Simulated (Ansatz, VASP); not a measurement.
# One calculation of CuO, two programs

```
Cu O
1.0
     2.34185   -1.71130    0.00000
     2.34185    1.71130    0.00000
    -0.85003    0.00000    5.05787
Cu O
2 2
Direct
  0.00000 0.50000 0.00000
  0.50000 0.00000 0.50000
  0.58160 0.41840 0.25000
  0.41840 0.58160 0.75000
```

Alike in both runs: task single point; functional PBE; k mesh 7 × 7 × 4; occupations gaussian, width 0.05 eV; collinear spin; Hubbard terms Cu d U = 5.0 eV.

```csv
,VASP,Ansatz
version,VASP 6.6.1,Ansatz 0.2.0
potentials or method,"VASP PAW PBE potentials, release 64 (Cu_sv_GW, O), cutoff 700 eV","scalar-relativistic, plane waves, PAW"
valence electrons in the cell,50,50
```

Ansatz gave:

| Quantity | Value |
| --- | --- |
| pressure (GPa) | 8.7 |
| traceless stress, the component that is largest in VASP (GPa) | 0.74 |
| rms of the force components (eV/Å) | 0.013 |
| net moment per atom (μB) | 0.49 |
| size of the moment on the site where the two differ most (μB) | 0.63 |

Problem. What did VASP give for the same quantities?

Solution. Pressure (GPa): 4.2; traceless stress, the component that is largest in VASP (GPa): 0.71; rms of the force components (eV/Å): 0.008; net moment per atom (μB): 0.50; size of the moment on the site where the two differ most (μB): 0.72.

Site moments also hang on the region over which each program counts them. The programs project onto different local orbitals, so the same U acts differently, and such runs can settle in different states. Atom by atom the forces differ by 0.022 eV/Å (rms over components). Ansatz's warnings: filled band counts differ across k points.
